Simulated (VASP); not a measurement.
# ScAl47N48 (a cell with a defect) in VASP: single point with PBEsol

Aim: the single point of ScAl47N48 (a cell with a defect) with PBEsol.

All numbers are computed with VASP 6.6.1; they aren't measurements. Logs are shortened: lines on timing, memory, paths and dates and some standing lists are left out, and cuts for length are marked.

### 1 The cell of the first run

The cell holds a defect, 96 atoms: a = 9.341 Å, b = 10.787 Å, c = 9.967 Å, α = 90.00°, β = 90.00°, γ = 90.00°.

### 2 Single point, PBEsol

File INCAR:

```
  PREC = Accurate
  ENCUT = 520
  EDIFF = 1E-6
  ISMEAR = -1
  SIGMA = 0.05
  LREAL = Auto
  LASPH = T
  NELM = 100
  ALGO = Normal
  ISIF = 2
  LWAVE = F
  LCHARG = F
  GGA = PS
  NBANDS = 250
  ISYM = 0
```

File KPOINTS:

```
Automatic mesh
0
Gamma
  1 1 1
  0.25 0.25 0.25
```

File POSCAR:

```
ScAl47N48
1.0
    9.3414480000      0.0000000000      0.0000000000
    0.0000000000     10.7865750000      0.0000000000
    0.0000000000      0.0000000000      9.9670570000
Al N Sc
47 48 1
Direct
    0.1664270000      0.0825270000      0.2487720000
    0.1664760000      0.0828400000      0.7487590000
    0.0003210000      0.3333060000      0.2489500000
    0.0003390000      0.3328890000      0.7487050000
    0.5003240000      0.0828250000      0.2488250000
    0.5003280000      0.0830230000      0.7483510000
    0.3303470000      0.3311990000      0.2460000000
    0.3327970000      0.3324430000      0.7517370000
    0.1669590000      0.5831330000      0.2487110000
    0.1670690000      0.5831410000      0.7484580000
    0.0003340000      0.8327380000      0.2484910000
    0.0003310000      0.8326250000      0.7489750000
    0.8342250000      0.0825320000      0.2487860000
    0.8341910000      0.0828370000      0.7487530000
    0.6703220000      0.3311840000      0.2460050000
    0.6678900000      0.3324340000      0.7517470000
    0.5003270000      0.5869420000      0.2459710000
    0.5003360000      0.5842780000      0.7516500000
    0.3330630000      0.8337770000      0.2487390000
    0.3335940000      0.8336160000      0.7487250000
    0.8336830000      0.5831630000      0.2487290000
    0.8335830000      0.5831460000      0.7484520000
    0.6675940000      0.8337860000      0.2487490000
    0.6670690000      0.8336270000      0.7487280000
    0.0003380000      0.1664710000      0.4982960000
    0.0003520000      0.1665090000      0.9987790000
    0.3308360000      0.1634620000      0.4986400000
    0.3334600000      0.1652370000      0.9986170000
    0.1645020000      0.4157710000      0.4989310000
    0.1661640000      0.4167850000      0.9985620000
    0.0003450000      0.6658080000      0.4986510000
    0.0003460000      0.6662620000      0.9987700000
    0.6698610000      0.1634440000      0.4986330000
    0.6672440000      0.1652300000      0.9986120000
    0.5003590000      0.4164860000      0.9999560000
    0.3323720000      0.6703040000      0.4986820000
    0.3327020000      0.6672370000      0.9986220000
    0.1653930000      0.9161330000      0.4990570000
    0.1666890000      0.9163760000      0.9985190000
    0.8361400000      0.4157720000      0.4989420000
    0.8345440000      0.4168050000      0.9985650000
    0.6682780000      0.6703190000      0.4987050000
    0.6679950000      0.6672430000      0.9986250000
    0.5003430000      0.9168360000      0.4983690000
    0.5003510000      0.9164070000      0.9987670000
    0.8353130000      0.9161420000      0.4990500000
    0.8340150000      0.9163790000      0.9985250000
    0.0003300000      0.1667260000      0.1896980000
    0.0003430000      0.1664970000      0.6893630000
    0.3334620000      0.1646390000      0.1887160000
    0.3332830000      0.1662800000      0.6899860000
    0.1658240000      0.4171440000      0.1885540000
    0.1672340000      0.4162920000      0.6901280000
    0.0003360000      0.6662280000      0.1897230000
    0.0003330000      0.6661530000      0.6894170000
    0.6672060000      0.1646270000      0.1887040000
    0.6673900000      0.1662680000      0.6899870000
    0.5003340000      0.4166040000      0.1943150000
    0.5003720000      0.4165030000      0.7001150000
    0.3320720000      0.6675310000      0.1886840000
    0.3337940000      0.6668230000      0.6899710000
    0.1664270000      0.9163400000      0.1891570000
    0.1665470000      0.9162330000      0.6899150000
    0.8348380000      0.4171840000      0.1885640000
    0.8334590000      0.4162880000      0.6901490000
    0.6685880000      0.6675440000      0.1886920000
    0.6668680000      0.6668400000      0.6899860000
    0.5003330000      0.9161700000      0.1897790000
    0.5003340000      0.9164740000      0.6893160000
    0.8342500000      0.9163420000      0.1891680000
    0.8341350000      0.9162300000      0.6899090000
    0.1649320000      0.0810380000      0.4394850000
    0.1665170000      0.0828710000      0.9394060000
    0.0003080000      0.3330000000      0.4396260000
    0.0003440000      0.3328990000      0.9391940000
    0.5003130000      0.0835740000      0.4399810000
    0.5003350000      0.0828300000      0.9391050000
    0.3206960000      0.3259200000      0.4347680000
    0.3330460000      0.3325620000      0.9426170000
    0.1676030000      0.5828790000      0.4400360000
    0.1668810000      0.5831920000      0.9391330000
    0.0003470000      0.8316990000      0.4394670000
    0.0003390000      0.8326980000      0.9396390000
    0.8357390000      0.0810650000      0.4394940000
    0.8341660000      0.0828690000      0.9393980000
    0.6800740000      0.3258420000      0.4347440000
    0.6676420000      0.3325580000      0.9426210000
    0.5003260000      0.5975780000      0.4347230000
    0.5003370000      0.5839930000      0.9426060000
    0.3321940000      0.8358640000      0.4395760000
    0.3335820000      0.8335970000      0.9393910000
    0.8330050000      0.5829360000      0.4400880000
    0.8337890000      0.5831960000      0.9391250000
    0.6684810000      0.8358960000      0.4395800000
    0.6670960000      0.8336070000      0.9393940000
    0.5003970000      0.4168420000      0.4927250000
```

Potentials or basis: VASP PAW PBE potentials, release 64 (Al, N, Sc_sv).

Started as:

```sh
cat potpaw_PBE.64/Al/POTCAR potpaw_PBE.64/N/POTCAR potpaw_PBE.64/Sc_sv/POTCAR > POTCAR
mpirun -np 1 vasp_std > vasp.out
```

OUTCAR:

```text
PREC = Accurate
   ENCUT = 520
   EDIFF = 1E-6
   ISMEAR = -1
   LREAL = Auto
   LASPH = T
   NELM = 100
   ISIF = 2
   GGA = PS
   ISYM = 0

 ion  position               nearest neighbor table
   1  0.166  0.083  0.249-  62 1.89  50 1.89  48 1.89  72 1.90  27 3.05  25 3.07  39 3.07  26 3.07
                            38 3.07  28 3.07   7 3.09  19 3.10  13 3.10  11 3.11   3 3.12   5 3.12
   2  0.166  0.083  0.749-  49 1.89  63 1.89  51 1.89  73 1.90  27 3.05  39 3.07  28 3.07  38 3.07
                            26 3.07  25 3.07  14 3.10   8 3.11  20 3.11   4 3.11  12 3.11   6 3.12
   3  0.000  0.333  0.249-  52 1.89  64 1.89  48 1.89  74 1.90  29 3.06  40 3.06  25 3.07  41 3.07
                            30 3.07  26 3.07  15 3.08   7 3.08   9 3.11  21 3.11  13 3.12   1 3.12
   4  0.000  0.333  0.749-  49 1.89  65 1.89  53 1.89  75 1.90  29 3.06  40 3.06  41 3.07  30 3.07
                            26 3.07  25 3.07  16 3.11   8 3.11   2 3.11  14 3.11  10 3.12  22 3.12
   5  0.500  0.083  0.249-  50 1.89  56 1.89  68 1.89  76 1.91  44 3.06  45 3.07  28 3.07  34 3.07
                            27 3.08  33 3.08  23 3.11  19 3.11  15 3.11   7 3.11   1 3.12  13 3.12
   6  0.500  0.083  0.748-  69 1.89  51 1.89  57 1.89  77 1.90  44 3.07  28 3.07  34 3.07  27 3.07
                            33 3.07  45 3.08  24 3.11  20 3.11   8 3.11  16 3.11   2 3.12  14 3.12
   7  0.330  0.331  0.246-  52 1.88  78 1.88  50 1.89  58 1.91  28 3.05  30 3.05  35 3.06  96 3.07
                             3 3.08   1 3.09  29 3.10  27 3.10   5 3.11   9 3.12  15 3.18  17 3.18
   8  0.333  0.332  0.752-  59 1.88  53 1.89  51 1.90  79 1.90  30 3.05  28 3.05  35 3.06  29 3.10
                             4 3.11   2 3.11  27 3.11   6 3.11  10 3.12  16 3.13  18 3.14  96 3.15
   9  0.167  0.583  0.249-  52 1.89  60 1.89  54 1.89  80 1.91  31 3.07  32 3.07  37 3.07  30 3.07
[... 123 lines left out ...]
  94  0.668  0.836  0.440-  46 1.88  42 1.88  44 1.89  23 1.90
  95  0.667  0.834  0.939-  43 1.89  45 1.89  47 1.89  24 1.90
  96  0.500  0.417  0.493-  78 2.03  86 2.03  88 2.03  59 2.07  17 3.07  15 3.07   7 3.07  40 3.14
                            29 3.14  18 3.15  42 3.15  36 3.15  16 3.15   8 3.15  33 3.16  27 3.16

IMPORTANT INFORMATION: All symmetrisations will be switched off!
NOSYMM: (Re-)initialisation of all symmetry stuff for point group C_1.

----------------------------------------------------------------------------------------

                                     Primitive cell

  volume of cell :    1004.3029

  direct lattice vectors                    reciprocal lattice vectors
     9.341448000  0.000000000  0.000000000     0.107049785  0.000000000  0.000000000
     0.000000000 10.786575000  0.000000000     0.000000000  0.092707834  0.000000000
     0.000000000  0.000000000  9.967057000     0.000000000  0.000000000  0.100330519

  length of vectors
     9.341448000 10.786575000  9.967057000     0.107049785  0.092707834  0.100330519

  position of ions in fractional coordinates (direct lattice)
     0.166427000  0.082527000  0.248772000
     0.166476000  0.082840000  0.748759000
     0.000321000  0.333306000  0.248950000
     0.000339000  0.332889000  0.748705000
     0.500324000  0.082825000  0.248825000
     0.500328000  0.083023000  0.748351000
[... 88 lines left out ...]
     0.667096000  0.833607000  0.939394000
     0.500397000  0.416842000  0.492725000

  ion indices of the primitive-cell ions
   primitive index   ion index
                 1           1
                 2           2
                 3           3
                 4           4
                 5           5
                 6           6
[... 88 lines left out ...]
                95          95
[... 38 lines left out ...]
   dimension x,y,z NGXF=   140 NGYF=  160 NGZF=  160
   ions per type =              47  48   1
   NGX,Y,Z   is equivalent  to a cutoff of  12.46, 12.33, 13.34 a.u.
   NGXF,Y,Z  is equivalent  to a cutoff of  24.92, 24.66, 26.69 a.u.
 SYSTEM =  unknown system
   PREC   = accura    normal or accurate (medium, high low for compatibility)
   ISTART =      0    job   : 0-new  1-cont  2-samecut
   ICHARG =      2    charge: 1-file 2-atom 10-const
   ISPIN  =      1    spin polarized calculation?
   LNONCOLLINEAR =      F non collinear calculations
   LSORBIT =      F    spin-orbit coupling
   LASPH  =      T    aspherical Exc in radial PAW
   ENCUT  =  520.0 eV  38.22 Ry    6.18 a.u.  17.37 20.06 18.53*2*pi/ulx,y,z
   NELM   =    100;   NELMIN=  2; NELMDL= -5     # of ELM steps
   EDIFF  = 0.1E-05   stopping-criterion for ELM
   LREAL  =      T    real-space projection
   EDIFFG = 0.1E-04   stopping-criterion for IOM
   NSW    =      0    number of steps for IOM
   IBRION =     -1    ionic relax: 0-MD 1-quasi-New 2-CG
   NFREE  =      0    steps in history (QN), initial steepest desc. (CG)
   ISIF   =      2    stress and relaxation
   ISYM   =      0    0-nonsym 1-usesym 2-fastsym
   POTIM  = 0.5000    time-step for ionic-motion
   TEBEG  =    0.0;   TEEND  =   0.0 temperature during run
   PSTRESS=    0.0 pullay stress
   NELECT =     392.0000    total number of electrons
   NUPDOWN=      -1.0000    fix difference up-down
   EMIN   =  10.00;   EMAX   =-10.00  energy-range for DOS
   EFERMI =   0.00;   METHOD = LEGACY
   ISMEAR =    -1;   SIGMA  =   0.05  broadening in eV -4-tet -1-fermi 0-gaus
   EFERMI_NEDOS =   21; number of points for ismear=-14 and -15
   IALGO  =     38    algorithm
   IMIX   =      4    mixing-type and parameters
     AMIX     =   0.40;   BMIX     =  1.00
     AMIX_MAG =   1.60;   BMIX_MAG =  1.00
  volume/ion in A,a.u.               =      10.46        70.60
  Fermi-wavevector in a.u.,A,eV,Ry     =   1.196415  2.260897 19.475509  1.431410
  Thomas-Fermi vector in A             =   2.332356
   LORBIT       =      0    0 simple, 1 ext, 2 COOP (PROOUT), +10 PAW based schemes
   GGA     = PS    functional components
   LHFCALC =     F    Hartree Fock is set to
   AEXX    =    0.0000 exact exchange contribution
   IVDW    =     0    specifies the selected vdW correction
   LEPSILON=     F    determine dielectric tensor
   LRPA    =     F    only Hartree local field effects (RPA)
 non-spin polarized calculation
  energy-cutoff  :      520.00
  volume of cell :     1004.30
 maximum number of plane-waves:     27045
 NGX is ok and might be reduce to    70
   NGX = 35   NGY = 41   NGZ = 37

 number of electron     391.9999993 magnetization

 Free energy of the ion-electron system (eV)
  ---------------------------------------------------
  ext. energy  EPLUGINS =         0.00000000
  ---------------------------------------------------
  free energy    TOTEN  =      -753.91466414 eV

  energy without entropy =     -753.91466414  energy(sigma->0) =     -753.91466414

 E-fermi :   7.0346     XC(G=0): -11.1236

 val. band max:        5.8179338084   @ k =  -0.2500  -0.2500   0.2500
 cond. band min:      10.6856146765   @ k =  -0.2500   0.2500  -0.2500
 fundamental gap:      4.8676808681
 Fermi energy:         7.0346035337

 k-point     1 :       0.2500    0.2500    0.2500
  band No.  band energies     occupation
      1     -40.4663      2.00000
      2     -19.4025      2.00000
      3     -19.3940      2.00000
      4     -19.3889      2.00000
      5      -8.9474      2.00000
      6      -8.5707      2.00000
[... 833 lines left out ...]
    207      11.5257      0.00000
    208      11.7143      0.00000
 [bands above 208 left out]

------------------------ aborting loop because EDIFF is reached ----------------------------------------

  FORCE on cell =-STRESS in cart. coord.  units (eV):
  Direction    XX          YY          ZZ          XY          YZ          ZX
  --------------------------------------------------------------------------------------
  -------------------------------------------------------------------------------------
  Total        9.5822348      9.8934052      5.8176931     -0.0406275     -0.0379616     -0.0023333
  in kB       15.2866626     15.7830768      9.2810408     -0.0648135     -0.0605607     -0.0037223
  external PRESSURE =      13.4502601 kB  Pullay stress =       0.0000000 kB

 VOLUME and BASIS-vectors are now :
 -----------------------------------------------------------------------------
  energy-cutoff  :      520.00
  volume of cell :     1004.30
      direct lattice vectors                 reciprocal lattice vectors
     9.341448000  0.000000000  0.000000000     0.107049785  0.000000000  0.000000000
     0.000000000 10.786575000  0.000000000     0.000000000  0.092707834  0.000000000
     0.000000000  0.000000000  9.967057000     0.000000000  0.000000000  0.100330519

 POSITION                                       TOTAL-FORCE (eV/Angst)
 -----------------------------------------------------------------------------------
      1.55467      0.89018      2.47952         0.006696      0.006765      0.000496
      1.55513      0.89356      7.46292         0.005770      0.003877     -0.001193
      0.00300      3.59523      2.48130         0.000246      0.002793      0.000078
      0.00317      3.59073      7.46239         0.000448      0.002236      0.000769
      4.67375      0.89340      2.48005        -0.000099      0.001200      0.000313
      4.67379      0.89553      7.45886        -0.000672      0.003398      0.000417
[... 88 lines left out ...]
      6.23164      8.99176      9.36299         0.001073     -0.000995      0.000951
      4.67443      4.49630      4.91102        -0.002351     -0.008489      0.012278
 -----------------------------------------------------------------------------------
    total drift:                               -0.009512     -0.004122      0.018915

  FREE ENERGIE OF THE ION-ELECTRON SYSTEM (eV)
  ---------------------------------------------------
  free  energy   TOTEN  =      -753.9146641393 eV

  energy  without entropy=     -753.9146641392  energy(sigma->0) =     -753.91466414
```

Run time: 53 min. Hardware: 1 thread of Oxide Virtual Turin-like, shared host; peak memory 1.2 GiB.

Results:

| Quantity | Value |
| --- | --- |
| Free energy | -753.9147 eV |
| Pressure | 1.3 GPa |
| Largest force | 0.062 eV/Å |
| Band gap on the k mesh | 4.87 eV |

Forces in eV/Å, atoms in the order of the input:
```
Al   0.007  0.007  0.000
Al   0.006  0.004 -0.001
Al   0.000  0.003  0.000
Al   0.000  0.002  0.001
Al   0.000  0.001  0.000
Al  -0.001  0.003  0.000
Al   0.005  0.000 -0.001
Al  -0.003  0.002  0.000
Al   0.004  0.003 -0.003
Al   0.004  0.003 -0.001
Al   0.001  0.003  0.000
Al   0.001  0.002  0.003
Al  -0.003  0.005 -0.002
Al  -0.003  0.006 -0.001
Al  -0.004  0.002 -0.005
Al   0.006 -0.001 -0.001
Al   0.001 -0.006 -0.002
Al   0.000 -0.001  0.000
Al  -0.003  0.002  0.000
Al  -0.003  0.003  0.001
Al  -0.001  0.002 -0.001
Al  -0.002  0.003  0.000
Al   0.005  0.002 -0.001
Al   0.006  0.003  0.000
Al  -0.001 -0.004  0.001
Al  -0.002 -0.002 -0.001
Al   0.001  0.005 -0.001
Al  -0.005 -0.005 -0.001
Al   0.006 -0.007  0.003
Al   0.002 -0.002 -0.003
Al  -0.003  0.000 -0.002
Al  -0.002 -0.001 -0.001
Al  -0.008  0.001  0.003
Al   0.001 -0.003 -0.001
Al  -0.002 -0.003  0.003
Al  -0.009 -0.004  0.003
Al  -0.006 -0.004  0.000
Al  -0.002 -0.008  0.001
Al   0.002 -0.003 -0.001
Al  -0.001 -0.002  0.004
Al  -0.006 -0.006 -0.003
Al   0.005  0.000  0.001
Al   0.002 -0.003  0.000
Al  -0.004 -0.003  0.000
Al  -0.003 -0.003 -0.001
Al  -0.002 -0.009  0.001
Al  -0.002 -0.003 -0.001
N    0.000  0.002  0.000
N   -0.001  0.001 -0.001
N   -0.002 -0.001 -0.002
N   -0.002 -0.001  0.001
N   -0.002  0.003 -0.001
N   -0.003  0.000  0.001
N   -0.001  0.001  0.000
N    0.001  0.000 -0.001
N    0.000  0.000  0.000
N    0.000  0.000  0.000
N    0.002  0.001 -0.001
N   -0.004  0.001  0.043
N   -0.001  0.001  0.000
N   -0.001  0.001  0.000
N    0.000  0.000  0.000
N    0.000  0.000 -0.001
N    0.001 -0.001 -0.001
N   -0.001  0.001 -0.002
N    0.000  0.001 -0.001
N    0.000  0.000  0.000
N    0.000  0.000  0.000
N    0.000  0.000  0.000
N   -0.001  0.000  0.000
N   -0.001  0.000 -0.001
N    0.001  0.006  0.001
N    0.002  0.001  0.001
N    0.005 -0.003 -0.001
N    0.001  0.001  0.000
N    0.005 -0.002  0.000
N    0.002  0.001  0.001
N   -0.052 -0.031 -0.016
N    0.000  0.000  0.000
N    0.003  0.006  0.005
N    0.002  0.000  0.001
N    0.001  0.001  0.000
N    0.001  0.000  0.001
N    0.002 -0.003 -0.001
N    0.001  0.000  0.001
N    0.042 -0.022 -0.016
N    0.003  0.000  0.001
N    0.001  0.053 -0.016
N    0.002  0.002  0.000
N    0.000  0.003 -0.001
N    0.002  0.000  0.001
N    0.004 -0.003 -0.001
N    0.000  0.001  0.001
N    0.001 -0.001  0.000
N    0.001 -0.001  0.001
Sc  -0.002 -0.008  0.012
```

Stress tensor (GPa, compression positive):
```
 1.53 -0.01  0.00
-0.01  1.58 -0.01
 0.00 -0.01  0.93
```

Levels at points of the mesh, in eV from the valence-band top:
```csv
k point,band 192,band 193,band 194,band 195,band 196,band 197,band 198,band 199,band 200,band 201
"(0.25, 0.25, 0.25)",-0.18,-0.14,-0.10,-0.07,0.00,4.87,4.91,5.06,5.10,5.19
```

Caveat: the PAW data sets were made with another functional, which shifts forces and pressure a little.
